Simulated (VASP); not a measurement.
Cd, 2 atoms in the cell. It takes space group Fd-3m (No. 227, cubic). The conventional cell has a = 6.080 Å, b = 6.080 Å, c = 6.080 Å, α = 90.00°, β = 90.00°, γ = 90.00°. Cd (site symmetry -43m) has 4 Cd at 2.63 Å within 3.5 Å. 

- Program: VASP 6.6.1
- Task: relaxation of cell and atoms
- Functional: r2SCAN
- Potentials or basis: VASP PAW PBE potentials, release 64 (Cd)
- Cutoff: 600 eV
- k mesh: 5 × 5 × 5
- Occupations: gaussian, width 0.1 eV
- Spin: no spin polarisation
- Dipole correction: no
- Further INCAR settings: ALGO = Normal; EDIFF = 1e-06; IBRION = 2; EDIFFG = -0.03; NSW = 80; ISIF = 3

Potentials or basis: VASP PAW PBE potentials, release 64 (Cd).

The run is started by

```sh
$ cat potpaw_PBE.64/Cd/POTCAR > POTCAR
$ cp INCAR.step1 INCAR
$ mpirun -np 1 vasp_std > vasp.out
$ cp INCAR.step2 INCAR
$ mpirun -np 1 vasp_std > vasp.out
```

Hardware: 1 thread of AMD EPYC 7R43 64-Core Processor (Zen 3), on a shared host.

**Question.** Estimate the wall time of this run.

**Answer.** It took 2.2 min on 1 thread of AMD EPYC 7R43 64-Core Processor (Zen 3) (shared host), peak memory 0.18 GiB. Counts: k points 10, ion steps 2.
